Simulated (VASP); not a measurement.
Set up this calculation in VASP 6.6.1, as the native input.

* Task: single point
* Functional: PBE
* Potentials or basis: VASP PAW PBE potentials, release 64 (Au)
* Cutoff: 520 eV
* k mesh: 10 × 10 × 10
* Occupations: gaussian, width 0.025 eV
* Spin: no spin polarisation
* Dipole correction: no
* Further INCAR settings: ALGO = Normal; EDIFF = 1e-06; NBANDS = 12

The structure of Au lies in POSCAR:

```
Au
1.0
    2.7484100000      0.0000000000      0.0000000000
    0.0000000000      2.7484100000      0.0000000000
    0.0000000000      0.0000000000      2.7484100000
Au
1
Direct
    0.5000000000      0.5000000000      0.5000000000
```

These files were run (other wordings do the same):

INCAR

```
SYSTEM = Au
  PREC = Accurate
  ENCUT = 520
  EDIFF = 1E-6
  ISMEAR = 0
  SIGMA = 0.025
  LREAL = .False.
  LASPH = .True.
  NELM = 60
  ALGO = Normal
  ISIF = 2
  LWAVE = .False.
  LCHARG = .False.
  GGA = PE
  NBANDS = 12
```

KPOINTS

```
Automatic mesh
0
Gamma
  10 10 10
  0 0 0
```

Potentials or basis: VASP PAW PBE potentials, release 64 (Au).

Command:

```console
$ cat potpaw_PBE.64/Au/POTCAR > POTCAR
$ mpirun -np 1 vasp_std > vasp.out
```

It gave:

| Property | Result |
| --- | --- |
| Pressure | 0.1 GPa |

Wall time 6.8 s on 1 thread of Intel Xeon 6975P-C, with other jobs on the host, peak memory 0.13 GiB.
